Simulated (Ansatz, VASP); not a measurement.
KF in VASP and in Ansatz

File POSCAR:

```
KF
1.0
    3.6229632195      0.0000000000      0.0000000000
   -1.8114816097      3.1375781851      0.0000000000
    0.0000000000      0.0000000000      6.4133664591
K F
2 2
Direct
    0.0000000000      0.0000000000      0.0000000000
    0.0000000000      0.0000000000      0.5000000000
    0.3333333333      0.6666666667      0.2500000000
    0.6666666667      0.3333333333      0.7500000000
```

The input INCAR.step1:

```
PREC = Accurate
ENCUT = 520
ISMEAR = 0
SIGMA = 0.01
LREAL = False
LASPH = True
NELM = 60
NBANDS = 24
GGA = PE
ALGO = Normal
EDIFF = 1E-4
LWAVE = True
LCHARG = False
```

Contents of INCAR.step2:

```
PREC = Accurate
ENCUT = 520
EDIFF = 1E-7
ISMEAR = 0
SIGMA = 0.01
LREAL = False
LASPH = True
NELM = 60
ALGO = Normal
ISIF = 2
LWAVE = False
LCHARG = True
METAGGA = R2SCAN
LMIXTAU = True
LELF = True
LVHAR = True
NBANDS = 24
ISTART = 1
```

File KPOINTS:

```
Automatic mesh
0
Gamma
  6 6 4
```

Input for Ansatz:

```yaml
crystal:
  lattice:
    - [3.6229632195, 0.0, 0.0]
    - [-1.8114816097, 3.1375781851, 0.0]
    - [0.0, 0.0, 6.4133664591]
  atoms:
    - { symbol: K, position: [0.0, 0.0, 0.0] }
    - { symbol: K, position: [0.0, 0.0, 0.5] }
    - { symbol: F, position: [0.3333333333, 0.6666666667, 0.25] }
    - { symbol: F, position: [0.6666666667, 0.3333333333, 0.75] }
kpoints:
  mp_grid: { grid: [6, 6, 4] }
hamiltonian:
  xc: r2scan
scf:
  occupations: { method: fixed }
  n_extra_bands: 5
output:
  forces: true
  stress: true
  eigenvalues: true
```

Alike in both runs: task single point; functional r2SCAN; k mesh 6 × 6 × 4; no spin polarisation.

```csv
,VASP,Ansatz
version,VASP 6.6.1,Ansatz 0.2.0
potentials or method,"VASP PAW PBE potentials, release 64 (K_sv, F)","plane waves, PAW"
plane-wave cutoff (eV),520,500
occupations,"gaussian, width 0.01 eV",fixed
valence electrons in the cell,32,32
```

```csv
,VASP,Ansatz,Ansatz less VASP
gap on the k mesh at the Fermi level (eV),7.03,7.03,+0.001
pressure (GPa),1.2,1.2,+0.01
"traceless stress, the component that is largest in VASP (GPa)",0.17,0.15,-0.024
```

VASP's potentials were made for PBE, not for r2SCAN.
